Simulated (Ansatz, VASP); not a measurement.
Co in VASP and in Ansatz

```
CELL_PARAMETERS angstrom
2.49304 0.00000 0.00000
-1.24652 2.15904 0.00000
0.00000 0.00000 26.09230
ATOMIC_POSITIONS crystal
Co 0.83333 0.16667 0.30818
Co 0.16667 0.83333 0.38320
Co 0.83333 0.16667 0.46178
Co 0.16667 0.83333 0.53822
Co 0.83333 0.16667 0.61680
Co 0.16667 0.83333 0.69182
```

Alike in both runs: functional PBE; k mesh 15 × 15 × 1; occupations fermi-dirac, width 0.1 eV; collinear spin.

Ansatz relaxed the structure, and its values are those at the end. VASP's run is a single point on that final structure, the one shown.

|  | VASP | Ansatz |
| --- | --- | --- |
| version | VASP 6.6.1 | Ansatz 0.2.0 |
| potentials or method | VASP PAW PBE potentials, release 64 (Co), cutoff 520 eV | all-electron LAPW, scalar-relativistic |

|  | VASP | Ansatz | Ansatz less VASP |
| --- | --- | --- | --- |
| rms of the force components (eV/Å) | 0.011 | 0.002 | -0.0087 |
| net moment per atom (μB) | 1.65 | 1.66 | +0.008 |
| size of the moment on the site where the two differ most (μB) | 1.66 | 1.72 | +0.058 |

Site moments also hang on the region over which each program counts them. Ansatz ran all-electron here, and VASP with PAW potentials.
